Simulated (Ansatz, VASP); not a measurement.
# Two plane-wave programs on Zr

The input INCAR:

```
SYSTEM = Zr
PREC = Accurate
ENCUT = 600
EDIFF = 1E-6
ISMEAR = -1
SIGMA = 0.1
LREAL = .False.
LASPH = .True.
NELM = 60
ALGO = Normal
ISIF = 3
LWAVE = .False.
LCHARG = .False.
GGA = B5
ALDAX = 1.0
AGGAX = 1.0
AGGAC = 1.0
ALDAC = 0.0
IBRION = 2
NSW = 80
EDIFFG = -0.01
```

Contents of KPOINTS:

```
Automatic mesh
0
Gamma
  9 9 9
  0 0 0
```

File POSCAR:

```
Zr
1.0
    0.0000000000      3.1558057739      3.1558057739
    3.1558057739      0.0000000000      3.1558057739
    3.1558057739      3.1558057739      0.0000000000
Zr
2
Direct
    0.1250000000      0.1250000000      0.1250000000
    0.8750000000      0.8750000000      0.8750000000
```

Input for Ansatz:

```yaml
crystal:
  lattice:
    - [0.0, 3.1558057739, 3.1558057739]
    - [3.1558057739, 0.0, 3.1558057739]
    - [3.1558057739, 3.1558057739, 0.0]
  atoms:
    - { symbol: Zr, position: [0.125, 0.125, 0.125] }
    - { symbol: Zr, position: [0.875, 0.875, 0.875] }
hamiltonian:
  xc: blyp
  pseudopotentials:
    kind: paw
    azcp:
      Zr: "pseudopotentials/Zr.paw.azcp"
basis:
  ecutwfc: 420
  fft_grid_basis: typed
kpoints:
  mp_grid: { grid: [9, 9, 9], shift: [0, 0, 0] }
magnetization:
  spin_polarized: false
scf:
  occupations: { method: fermi_dirac, width: 0.1 }
relax:
  max_steps: 60
  f_tol: 0.01
  cell: {}
```

Alike in both runs: task relaxation of cell and atoms; functional BLYP; k mesh 9 × 9 × 9; occupations fermi-dirac, width 0.1 eV; no spin polarisation.

```csv
,VASP,Ansatz
version,VASP 6.6.1,Ansatz 0.2.0
potentials or method,"VASP PAW PBE potentials, release 64 (Zr_sv), cutoff 600 eV","plane waves (420 eV) with PAW, scalar-relativistic"
valence electrons in the cell,24,24
```

|  | VASP | Ansatz | Ansatz less VASP |
| --- | --- | --- | --- |
| relaxed volume (Å³/atom) | 33.73 | 33.75 | +0.014 |
| relaxed length of the cell vector where the two differ most in proportion (Å) | 4.569 | 4.570 | +0.0006 |

VASP's potentials were made for PBE, not for BLYP.
